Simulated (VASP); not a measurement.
# CdSe (Cadmoselite) (P6_3mc) in VASP: a series of runs

CdSe (Cadmoselite) is run at these levels: LDA; tasks: single point.

Everything below comes from runs of VASP 6.6.1. Logs are shortened: lines on timing, memory, paths and dates and some standing lists are left out, and cuts for length are marked.

### 1 The cell of the first run

Symmetry: P6_3mc, No. 186, hexagonal system. The conventional cell has a = 4.162 Å, b = 4.162 Å, c = 7.070 Å, α = 90.00°, β = 90.00°, γ = 120.00°. Cd (site symmetry 3m) has 4 Se at 2.58 to 2.59 Å within 3.4 Å. Se (site symmetry 3m) has 4 Cd at 2.58 to 2.59 Å within 3.4 Å.

### 2 Single point, LDA (film at in-plane strain -0.02)

INCAR reads:

```
PREC = Accurate
ENCUT = 520
EDIFF = 1E-6
ISMEAR = 0
SIGMA = 0.01
LREAL = F
LASPH = T
NELM = 80
ALGO = Normal
ISIF = 2
LWAVE = F
LCHARG = F
NBANDS = 26
```

KPOINTS reads:

```
regular mesh
0
Gamma
  6 6 4
```

POSCAR reads:

```
CdSe
1.0
    4.1621409016      0.0000000000      0.0000000000
   -2.0810704508      3.6045197549      0.0000000000
    0.0000000000      0.0000000000      7.0702745917
Cd Se
2 2
Direct
    0.3333333333      0.6666666667      0.0092135625
    0.6666666667      0.3333333333      0.5092135625
    0.3333333333      0.6666666667      0.3757864375
    0.6666666667      0.3333333333      0.8757864375
```

Potentials or basis: VASP PAW LDA potentials, release 64 (Cd, Se).

Run with:

```sh
$ cat potpaw_LDA.64/Cd/POTCAR potpaw_LDA.64/Se/POTCAR > POTCAR
$ mpirun -np 1 vasp_std > vasp.out
```

OUTCAR:

```text
PREC = Accurate
   ENCUT = 520
   EDIFF = 1E-6
   ISMEAR = 0
   LREAL = F
   LASPH = T
   NELM = 80
   ISIF = 2

 ion  position               nearest neighbor table
   1  0.333  0.667  0.009-   4 2.58   4 2.58   4 2.58   3 2.59
   2  0.667  0.333  0.509-   3 2.58   3 2.58   3 2.58   4 2.59
   3  0.333  0.667  0.376-   2 2.58   2 2.58   2 2.58   1 2.59
   4  0.667  0.333  0.876-   1 2.58   1 2.58   1 2.58   2 2.59

  LATTYP: Found a hexagonal cell.
 ALAT       =     4.1621409016
 C/A-ratio  =     1.6987110141

  Lattice vectors:

 A1 = (   4.1621409016,   0.0000000000,   0.0000000000)
 A2 = (  -2.0810704508,   3.6045197549,   0.0000000000)
 A3 = (   0.0000000000,   0.0000000000,   7.0702745917)

Analysis of symmetry for initial positions (statically):
=====================================================================
 Subroutine PRICEL returns:
 Original cell was already a primitive cell.

 Routine SETGRP: Setting up the symmetry group for a
 hexagonal supercell.

 Subroutine GETGRP returns: Found 12 space group operations
 (whereof  6 operations were pure point group operations)
 out of a pool of 24 trial point group operations.

The static configuration has the point symmetry C_3v.
 The point group associated with its full space group is C_6v.

Analysis of symmetry for dynamics (positions and initial velocities):
=====================================================================
 Subroutine PRICEL returns:
 Original cell was already a primitive cell.

 Routine SETGRP: Setting up the symmetry group for a
 hexagonal supercell.

 Subroutine GETGRP returns: Found 12 space group operations
 (whereof  6 operations were pure point group operations)
 out of a pool of 24 trial point group operations.

The dynamic configuration has the point symmetry C_3v.
 The point group associated with its full space group is C_6v.

 Subroutine INISYM returns: Found 12 space group operations
 (whereof  6 operations are pure point group operations),
 and found     1 'primitive' translations

----------------------------------------------------------------------------------------
[... 86 lines left out ...]
   ICHARG =      2    charge: 1-file 2-atom 10-const
   ISPIN  =      1    spin polarized calculation?
   LNONCOLLINEAR =      F non collinear calculations
   LSORBIT =      F    spin-orbit coupling
   LASPH  =      T    aspherical Exc in radial PAW
   ENCUT  =  520.0 eV  38.22 Ry    6.18 a.u.   7.74  7.74 13.15*2*pi/ulx,y,z
   NELM   =     80;   NELMIN=  2; NELMDL= -5     # of ELM steps
   EDIFF  = 0.1E-05   stopping-criterion for ELM
   LREAL  =      F    real-space projection
   EDIFFG = 0.1E-04   stopping-criterion for IOM
   NSW    =      0    number of steps for IOM
   IBRION =     -1    ionic relax: 0-MD 1-quasi-New 2-CG
   NFREE  =      0    steps in history (QN), initial steepest desc. (CG)
   ISIF   =      2    stress and relaxation
   ISYM   =      2    0-nonsym 1-usesym 2-fastsym
   POTIM  = 0.5000    time-step for ionic-motion
   TEBEG  =    0.0;   TEEND  =   0.0 temperature during run
   PSTRESS=    0.0 pullay stress
   NELECT =      36.0000    total number of electrons
   NUPDOWN=      -1.0000    fix difference up-down
   EMIN   =  10.00;   EMAX   =-10.00  energy-range for DOS
   EFERMI =   0.00;   METHOD = LEGACY
   ISMEAR =     0;   SIGMA  =   0.01  broadening in eV -4-tet -1-fermi 0-gaus
   EFERMI_NEDOS =   21; number of points for ismear=-14 and -15
   IALGO  =     38    algorithm
   IMIX   =      4    mixing-type and parameters
     AMIX     =   0.40;   BMIX     =  1.00
     AMIX_MAG =   1.60;   BMIX_MAG =  1.00
  volume/ion in A,a.u.               =      26.52       178.95
  Fermi-wavevector in a.u.,A,eV,Ry     =   1.141937  2.157948 17.742273  1.304020
  Thomas-Fermi vector in A             =   2.278636
   LORBIT       =      0    0 simple, 1 ext, 2 COOP (PROOUT), +10 PAW based schemes
   GGA     = CA    functional components
   LHFCALC =     F    Hartree Fock is set to
   AEXX    =    0.0000 exact exchange contribution
   IVDW    =     0    specifies the selected vdW correction
   LEPSILON=     F    determine dielectric tensor
   LRPA    =     F    only Hartree local field effects (RPA)
 non-spin polarized calculation
 Gauss-broadening in eV      SIGMA  =   0.01
  energy-cutoff  :      520.00
  volume of cell :      106.07
 maximum number of plane-waves:      2906
 NGX is ok and might be reduce to    32
   NGX = 15   NGY = 15   NGZ = 27

 number of electron      36.0000006 magnetization

 Free energy of the ion-electron system (eV)
  ---------------------------------------------------
  ext. energy  EPLUGINS =         0.00000000
  ---------------------------------------------------
  free energy    TOTEN  =       -13.47975764 eV

  energy without entropy =      -13.47975764  energy(sigma->0) =      -13.47975764

 E-fermi :   1.4841     XC(G=0):  -9.5515

 val. band max:        1.3852442547   @ k =   0.0000   0.0000   0.0000
 cond. band min:       1.8250618161   @ k =   0.0000   0.0000   0.0000
 fundamental gap:      0.4398175614
 Fermi energy:         1.4840709366

 k-point     1 :       0.0000    0.0000    0.0000
  band No.  band energies     occupation
      1     -11.6798      2.00000
      2     -11.2618      2.00000
      3      -6.8759      2.00000
      4      -6.8352      2.00000
      5      -6.8352      2.00000
      6      -6.7535      2.00000
[... 598 lines left out ...]
     25      10.1413      0.00000
     26      10.1413      0.00000

------------------------ aborting loop because EDIFF is reached ----------------------------------------

  FORCE on cell =-STRESS in cart. coord.  units (eV):
  Direction    XX          YY          ZZ          XY          YZ          ZX
  --------------------------------------------------------------------------------------
  -------------------------------------------------------------------------------------
  Total        1.6108976      1.6108976      0.3612867      0.0000000     -0.0000000      0.0000000
  in kB       24.3320139     24.3320139      5.4571028      0.0000000     -0.0000000      0.0000000
  external PRESSURE =      18.0403769 kB  Pullay stress =       0.0000000 kB

 VOLUME and BASIS-vectors are now :
 -----------------------------------------------------------------------------
  energy-cutoff  :      520.00
  volume of cell :      106.07
      direct lattice vectors                 reciprocal lattice vectors
     4.162140902  0.000000000  0.000000000     0.240260968  0.138714734  0.000000000
    -2.081070451  3.604519755  0.000000000     0.000000000  0.277429469  0.000000000
     0.000000000  0.000000000  7.070274592     0.000000000  0.000000000  0.141437222

 POSITION                                       TOTAL-FORCE (eV/Angst)
 -----------------------------------------------------------------------------------
     -0.00000      2.40301      0.06514        -0.000000      0.000000      0.006163
      2.08107      1.20151      3.60028         0.000000     -0.000000      0.006163
     -0.00000      2.40301      2.65691         0.000000      0.000000     -0.006163
      2.08107      1.20151      6.19205        -0.000000      0.000000     -0.006163
 -----------------------------------------------------------------------------------
    total drift:                               -0.000000      0.000000     -0.000950

  FREE ENERGIE OF THE ION-ELECTRON SYSTEM (eV)
  ---------------------------------------------------
  free  energy   TOTEN  =       -13.4797576359 eV

  energy  without entropy=      -13.4797576359  energy(sigma->0) =      -13.47975764
```

OSZICAR:

```text
N       E                     dE             d eps       ncg     rms          rms(c)
DAV:   1     0.247970368336E+03    0.24797E+03   -0.17370E+04  1092   0.127E+03
DAV:   2    -0.982140338794E+00   -0.24895E+03   -0.23982E+03  1232   0.315E+02
DAV:   3    -0.141259053315E+02   -0.13144E+02   -0.13079E+02  1316   0.734E+01
DAV:   4    -0.142301536716E+02   -0.10425E+00   -0.10418E+00  1198   0.627E+00
DAV:   5    -0.142308016683E+02   -0.64800E-03   -0.64797E-03  1260   0.458E-01    0.100E+01
DAV:   6    -0.135362589495E+02    0.69454E+00   -0.11861E+00  1428   0.117E+01    0.762E+00
DAV:   7    -0.134897384343E+02    0.46521E-01   -0.51980E-01  1154   0.385E+00    0.242E+00
DAV:   8    -0.134804331492E+02    0.93053E-02   -0.71490E-02  1144   0.272E+00    0.397E-01
DAV:   9    -0.134798458947E+02    0.58725E-03   -0.82755E-03  1186   0.106E+00    0.116E-01
DAV:  10    -0.134797470689E+02    0.98826E-04   -0.60583E-04  1226   0.290E-01    0.459E-02
DAV:  11    -0.134797584919E+02   -0.11423E-04   -0.71872E-05  1140   0.581E-02    0.123E-02
DAV:  12    -0.134797580473E+02    0.44459E-06   -0.14877E-05  1226   0.443E-02    0.961E-03
DAV:  13    -0.134797576359E+02    0.41148E-06   -0.24070E-06   822   0.193E-02
   1 F= -.13479758E+02 E0= -.13479758E+02  d E =-.300408E-46
```

Run time: 19 s. Hardware: 1 thread of Intel Xeon 6975P-C (Granite Rapids), shared host; peak memory 0.21 GiB.

What came out:

| Property | Result |
| --- | --- |
| Free energy | -13.4798 eV |
| Pressure | 1.8 GPa |
| Largest force | 0.006 eV/Å |
| Band gap on the k mesh | 0.44 eV, direct |

Forces on the atoms (eV/Å):
```
Cd   0.000  0.000  0.006
Cd   0.000  0.000  0.006
Se   0.000  0.000 -0.006
Se   0.000  0.000 -0.006
```

Stress tensor (GPa, compression positive):
```
2.43 0.00 0.00
0.00 2.43 0.00
0.00 0.00 0.55
```

Levels at points of the mesh, in eV from the valence-band top:
```csv
k point,band 16,band 17,band 18,band 19,band 20,band 21
"(0.00, 0.00, 0.00)",-0.26,0.00,0.00,0.44,2.31,5.62
"(0.50, 0.00, 0.00)",-2.04,-1.69,-0.85,3.02,3.26,4.34
"(0.00, 0.00, 0.50)",-0.43,-0.43,-0.43,2.33,2.33,5.62
"(0.50, 0.00, 0.50)",-1.76,-1.49,-1.49,2.58,2.58,4.68
```

Caveat: the cell differs from its parent crystal (film at in-plane strain -0.02).

(Continued in part 2 of 2.)
